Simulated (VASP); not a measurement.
# Mg (Im-3m) in VASP: notebook

The runs below take Mg through single point, with r2SCAN.

Program: VASP 6.6.1. These are calculated values, not measurements. Logs are shortened: lines on timing, memory, paths and dates and some standing lists are left out, and cuts for length are marked.

**1. The cell of the first run**

It takes space group Im-3m (No. 229, cubic). The conventional cell has a = 2.977 Å, b = 2.977 Å, c = 2.977 Å, α = 90.00°, β = 90.00°, γ = 90.00°. Mg (site symmetry m-3m) has 14 Mg at 2.58 to 2.98 Å within 3.4 Å.

**2. Single point, r2SCAN**

The input, POSCAR:

```
Mg
1.0
   -1.4887302530      1.4887302530      1.4887302530
    1.4887302530     -1.4887302530      1.4887302530
    1.4887302530      1.4887302530     -1.4887302530
Mg
1
Direct
    0.0000000000      0.0000000000      0.0000000000
```

The input, INCAR.step1:

```
ALGO = Normal
EDIFF = 1E-4
ENCUT = 520
GGA = PE
ISMEAR = 0
LASPH = T
LCHARG = F
LREAL = F
LWAVE = T
NBANDS = 7
NELM = 80
PREC = Accurate
SIGMA = 0.1
```

The input, INCAR.step2:

```
ALGO = Normal
EDIFF = 1E-7
ENCUT = 520
ISIF = 2
ISMEAR = 0
ISTART = 1
LASPH = T
LCHARG = T
LELF = T
LMIXTAU = T
LREAL = F
LVHAR = T
LWAVE = F
METAGGA = R2SCAN
NBANDS = 7
NELM = 80
PREC = Accurate
SIGMA = 0.1
```

The input, KPOINTS:

```
k-points
0
Gamma
  10 10 10
```

Potentials or basis: VASP PAW PBE potentials, release 64 (Mg).

The run is started by

```bash
$ cat potpaw_PBE.64/Mg/POTCAR > POTCAR
$ cp INCAR.step1 INCAR
$ mpirun -np 1 vasp_std > vasp.out
$ cp INCAR.step2 INCAR
$ mpirun -np 1 vasp_std > vasp.out
```

OUTCAR:

```text
EDIFF = 1E-7
   ENCUT = 520
   ISIF = 2
   ISMEAR = 0
   ISTART = 1
   LASPH = T
   LREAL = F
   METAGGA = R2SCAN
   NELM = 80
   PREC = Accurate

 ion  position               nearest neighbor table
   1  0.000  0.000  0.000-

  LATTYP: Found a body centered cubic cell.
 ALAT       =     2.9774605060

  Lattice vectors:

 A1 = (  -1.4887302530,   1.4887302530,   1.4887302530)
 A2 = (   1.4887302530,  -1.4887302530,   1.4887302530)
 A3 = (   1.4887302530,   1.4887302530,  -1.4887302530)

Analysis of symmetry for initial positions (statically):
=====================================================================
 Subroutine PRICEL returns:
 Original cell was already a primitive cell.

 Routine SETGRP: Setting up the symmetry group for a
 body centered cubic supercell.

 Subroutine GETGRP returns: Found 48 space group operations
 (whereof 48 operations were pure point group operations)
 out of a pool of 48 trial point group operations.

The static configuration has the point symmetry O_h .

Analysis of symmetry for dynamics (positions and initial velocities):
=====================================================================
 Subroutine PRICEL returns:
 Original cell was already a primitive cell.

 Routine SETGRP: Setting up the symmetry group for a
 body centered cubic supercell.

 Subroutine GETGRP returns: Found 48 space group operations
 (whereof 48 operations were pure point group operations)
 out of a pool of 48 trial point group operations.

The dynamic configuration has the point symmetry O_h .

 Subroutine INISYM returns: Found 48 space group operations
 (whereof 48 operations are pure point group operations),
 and found     1 'primitive' translations

----------------------------------------------------------------------------------------

                                     Primitive cell

  volume of cell :      13.1980

  direct lattice vectors                    reciprocal lattice vectors
    -1.488730253  1.488730253  1.488730253     0.000000000  0.335856680  0.335856680
     1.488730253 -1.488730253  1.488730253     0.335856680  0.000000000  0.335856680
     1.488730253  1.488730253 -1.488730253     0.335856680  0.335856680  0.000000000

  length of vectors
     2.578556437  2.578556437  2.578556437     0.474973072  0.474973072  0.474973072

[... 77 lines left out ...]
   NELM   =     80;   NELMIN=  2; NELMDL=  0     # of ELM steps
   EDIFF  = 0.1E-06   stopping-criterion for ELM
   LREAL  =      F    real-space projection
   EDIFFG = 0.1E-05   stopping-criterion for IOM
   NSW    =      0    number of steps for IOM
   IBRION =     -1    ionic relax: 0-MD 1-quasi-New 2-CG
   NFREE  =      0    steps in history (QN), initial steepest desc. (CG)
   ISIF   =      2    stress and relaxation
   ISYM   =      2    0-nonsym 1-usesym 2-fastsym
   POTIM  = 0.5000    time-step for ionic-motion
   TEBEG  =    0.0;   TEEND  =   0.0 temperature during run
   PSTRESS=    0.0 pullay stress
   NELECT =       2.0000    total number of electrons
   NUPDOWN=      -1.0000    fix difference up-down
   EMIN   =  10.00;   EMAX   =-10.00  energy-range for DOS
   EFERMI =   0.00;   METHOD = LEGACY
   ISMEAR =     0;   SIGMA  =   0.10  broadening in eV -4-tet -1-fermi 0-gaus
   EFERMI_NEDOS =   21; number of points for ismear=-14 and -15
   IALGO  =     38    algorithm
   IMIX   =      4    mixing-type and parameters
     AMIX     =   0.40;   BMIX     =  1.00
     AMIX_MAG =   1.60;   BMIX_MAG =  1.00
  volume/ion in A,a.u.               =      13.20        89.06
  Fermi-wavevector in a.u.,A,eV,Ry     =   0.872802  1.649356 10.364680  0.761782
  Thomas-Fermi vector in A             =   1.992102
   LORBIT       =      0    0 simple, 1 ext, 2 COOP (PROOUT), +10 PAW based schemes
   METAGGA = R2SCAN    functional components
   LHFCALC =     F    Hartree Fock is set to
   AEXX    =    0.0000 exact exchange contribution
   IVDW    =     0    specifies the selected vdW correction
   LEPSILON=     F    determine dielectric tensor
   LRPA    =     F    only Hartree local field effects (RPA)
 non-spin polarized calculation
 Gauss-broadening in eV      SIGMA  =   0.10
  energy-cutoff  :      520.00
  volume of cell :       13.20
 maximum number of plane-waves:       370
   NGX =  9   NGY =  9   NGZ =  9

 number of electron       2.0000000 magnetization

 Free energy of the ion-electron system (eV)
  ---------------------------------------------------
  ext. energy  EPLUGINS =         0.00000000
  ---------------------------------------------------
  free energy    TOTEN  =        -3.04252431 eV

  energy without entropy =       -3.04055824  energy(sigma->0) =       -3.04154127

 E-fermi :   6.5248     XC(G=0): -11.0542

 val. band max:        6.5112677204   @ k =   0.5000   0.5000   0.3000
 cond. band min:       6.5319118600   @ k =   0.3000   0.3000   0.1000
 fundamental gap:      0.0206441396
 Fermi energy:         6.5248260483

 k-point     1 :       0.0000    0.0000    0.0000
  band No.  band energies     occupation
      1      -3.8759      2.00000
      2      24.6594      0.00000
      3      24.6594      0.00000
      4      24.6594      0.00000
      5      27.4909      0.00000
      6      27.4909      0.00000
      7      29.0919      0.00000
[... 221 lines left out ...]
 k-point    24 :      -0.3000    0.3000    0.1000
  band No.  band energies     occupation
      1      -0.3780      2.00000
      2      12.4240      0.00000
      3      17.8481      0.00000
      4      20.4532      0.00000
      5      24.5632      0.00000
      6      26.4840      0.00000
      7      29.2879      0.00000

 [... further k-points ...]

------------------------ aborting loop because EDIFF is reached ----------------------------------------

  FORCE on cell =-STRESS in cart. coord.  units (eV):
  Direction    XX          YY          ZZ          XY          YZ          ZX
  --------------------------------------------------------------------------------------
  -------------------------------------------------------------------------------------
  Total        4.7589556      4.7589556      4.7589556      0.0000000     -0.0000000      0.0000000
  in kB      577.7157448    577.7157448    577.7157448      0.0000000     -0.0000000      0.0000000
  external PRESSURE =     577.7157448 kB  Pullay stress =       0.0000000 kB

 VOLUME and BASIS-vectors are now :
 -----------------------------------------------------------------------------
  energy-cutoff  :      520.00
  volume of cell :       13.20
      direct lattice vectors                 reciprocal lattice vectors
    -1.488730253  1.488730253  1.488730253     0.000000000  0.335856680  0.335856680
     1.488730253 -1.488730253  1.488730253     0.335856680  0.000000000  0.335856680
     1.488730253  1.488730253 -1.488730253     0.335856680  0.335856680  0.000000000

 POSITION                                       TOTAL-FORCE (eV/Angst)
 -----------------------------------------------------------------------------------
      0.00000      0.00000      0.00000         0.000000      0.000000      0.000000
 -----------------------------------------------------------------------------------
    total drift:                                0.000000     -0.000000     -0.000000

  FREE ENERGIE OF THE ION-ELECTRON SYSTEM (eV)
  ---------------------------------------------------
  free  energy   TOTEN  =        -3.0425243140 eV

  energy  without entropy=       -3.0405582353  energy(sigma->0) =       -3.04154127
```

OUTCAR.step1:

```text
EDIFF = 1E-4
   ENCUT = 520
   GGA = PE
   ISMEAR = 0
   LASPH = T
[... 455 lines left out ...]

 POSITION                                       TOTAL-FORCE (eV/Angst)
 -----------------------------------------------------------------------------------
      0.00000      0.00000      0.00000         0.000000     -0.000000      0.000000
 -----------------------------------------------------------------------------------
    total drift:                                0.000000      0.000000     -0.000000

  FREE ENERGIE OF THE ION-ELECTRON SYSTEM (eV)
  ---------------------------------------------------
  free  energy   TOTEN  =        -0.3669325271 eV

  energy  without entropy=       -0.3643204138  energy(sigma->0) =       -0.36562647
```

Run time: 8.1 s. Hardware: 1 thread of Intel Xeon 6975P-C (Granite Rapids), shared host; peak memory 0.12 GiB.

Results:

```yaml
Free_energy: -3.0425 eV
Pressure: 57.8 GPa
Band_gap_on_the_k_mesh: zero (band 1 reaches 10.42 eV, above the bottom of band 2 at 5.46 eV)
```

Levels at points of the mesh, in eV from the Fermi level:
```
           k point  band 1  band 2  band 3  band 4  band 5  band 6
(0.00, 0.00, 0.00)  -10.40   18.13   18.13   18.13   20.97   20.97
(0.50, 0.00, 0.00)   -2.68   -1.06   11.20   15.05   15.60   18.22
(0.50, 0.50, 0.50)    3.89    3.89    6.23    6.23    6.23   16.47
```

Caveat: the PAW data sets were made with another functional, which shifts forces and pressure a little.

**3. Single point, r2SCAN**

This run uses another cell than the first one, of 13.17 Å³/atom, 0.998 times its volume.

The input, POSCAR:

```
Mg
1.0
   -1.4875605833      1.4875605833      1.4875605833
    1.4875605833     -1.4875605833      1.4875605833
    1.4875605833      1.4875605833     -1.4875605833
Mg
1
Direct
    0.0000000000      0.0000000000      0.0000000000
```

The input, INCAR.step1:

```
PREC = Accurate ; ENCUT = 520
ISMEAR = -1 ; SIGMA = 0.1
LREAL = F ; LASPH = T
NELM = 80 ; NBANDS = 7
GGA = PE ; ALGO = Normal
EDIFF = 1E-4 ; LWAVE = T
LCHARG = F
```

The input, INCAR.step2:

```
PREC = Accurate ; ENCUT = 520
EDIFF = 1E-6 ; ISMEAR = -1
SIGMA = 0.1 ; LREAL = F
LASPH = T ; NELM = 80
ALGO = Normal ; ISIF = 2
LWAVE = F ; LCHARG = T
METAGGA = R2SCAN ; LMIXTAU = T
LELF = T ; LVHAR = T
NBANDS = 7 ; ISTART = 1
```

The input, KPOINTS:

```
Automatic mesh
0
Gamma
  20 20 20
```

Potentials or basis: VASP PAW PBE potentials, release 64 (Mg).

The run is started by

```bash
$ cat potpaw_PBE.64/Mg/POTCAR > POTCAR
$ cp INCAR.step1 INCAR
$ mpirun -np 1 vasp_std > vasp.out
$ cp INCAR.step2 INCAR
$ mpirun -np 1 vasp_std > vasp.out
```

It took 31 s on 1 thread of Intel Xeon 6975P-C (Granite Rapids), shared host; peak memory 0.14 GiB.

The run converged. Its results:

| Quantity | Value |
| --- | --- |
| Free energy | -3.0421 eV |
| Pressure | 58.2 GPa |
| Band gap on the k mesh | zero (band 1 reaches 10.43 eV, above the bottom of band 2 at 5.48 eV) |

Levels at points of the mesh, in eV from the Fermi level:
```
           k point  band 1  band 2  band 3  band 4  band 5  band 6
(0.00, 0.00, 0.00)  -10.28   18.29   18.29   18.29   21.13   21.13
(0.50, 0.00, 0.00)   -2.55   -0.92   11.35   15.20   15.77   18.38
(0.50, 0.50, 0.50)    4.03    4.03    6.38    6.38    6.38   16.64
```

Caveat: the PAW data sets were made with another functional, which shifts forces and pressure a little.
